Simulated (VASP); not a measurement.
Set up this calculation in VASP 6.6.1, as the native input.

| Item | Value |
| --- | --- |
| Task | single point |
| Functional | LDA |
| Potentials or basis | VASP PAW LDA potentials, release 64 (Ni, Si) |
| Cutoff | 520 eV |
| k mesh | 9 × 8 × 6 |
| Occupations | fermi-dirac, width 0.05 eV |
| Spin | collinear spin, ferromagnetic start |
| Starting moments | [1.0, 1.0, 0.0, 0.0] μB |
| Dipole correction | no |
| Further INCAR settings | ALGO = Normal; EDIFF = 1e-06; NBANDS = 26 |

The structure of SiNi lies in POSCAR:

```
SiNi
1.0
    3.0004866984      0.0000000000      0.0000000000
    0.0000000000      3.3446619823      0.0000000000
    0.0000000000      0.0000000000      4.7691846927
Ni Si
2 2
Direct
    0.5000000000      0.5000000000      0.3424955900
    0.0000000000      0.0000000000      0.6575044100
    0.5000000000      0.5000000000      0.8431431600
    0.0000000000      0.0000000000      0.1568568400
```

These files were run (other wordings do the same):

INCAR

```
SYSTEM = SiNi
ALGO     = Normal         ! electronic algorithm
EDIFF    = 1E-6           ! SCF threshold, eV
ENCUT    = 520            ! plane-wave cutoff, eV
ISIF     = 2              ! what is computed and relaxed
ISMEAR   = -1             ! smearing method
ISPIN    = 2              ! spin polarisation
LASPH    = .TRUE.         ! aspherical terms in the spheres
LCHARG   = .FALSE.        ! write CHGCAR
LMAXMIX  = 4              ! l up to which the mixer works
LORBIT   = 11             ! projections on sites
LREAL    = .FALSE.        ! projectors in reciprocal space
LWAVE    = .FALSE.        ! write WAVECAR
MAGMOM   = 1 1 0 0        ! initial moments
NBANDS   = 26             ! bands
NELM     = 150            ! most SCF steps
PREC     = Accurate       ! precision mode
SIGMA    = 0.05           ! smearing width, eV
```

KPOINTS

```
k-points
0
G
  9 8 6
  0 0 0
```

Potentials or basis: VASP PAW LDA potentials, release 64 (Ni, Si).

Launch:

```bash
$ cat potpaw_LDA.64/Ni/POTCAR potpaw_LDA.64/Si/POTCAR > POTCAR
$ mpirun -np 1 vasp_std > vasp.out
```

It gave:

```yaml
Pressure: -14.3 GPa
Largest_force: 0.333 eV/Å
Band_gap_on_the_k_mesh: zero (filled and empty bands overlap)
Net_moment: 0.00 μB per cell
Valence_electrons_inside_the_program's_atomic_spheres: Ni 9.49; Si 1.59
```

Wall time 6.6 min on 1 thread of Oxide Virtual Turin-like Processor (shared host), peak memory 0.25 GiB.
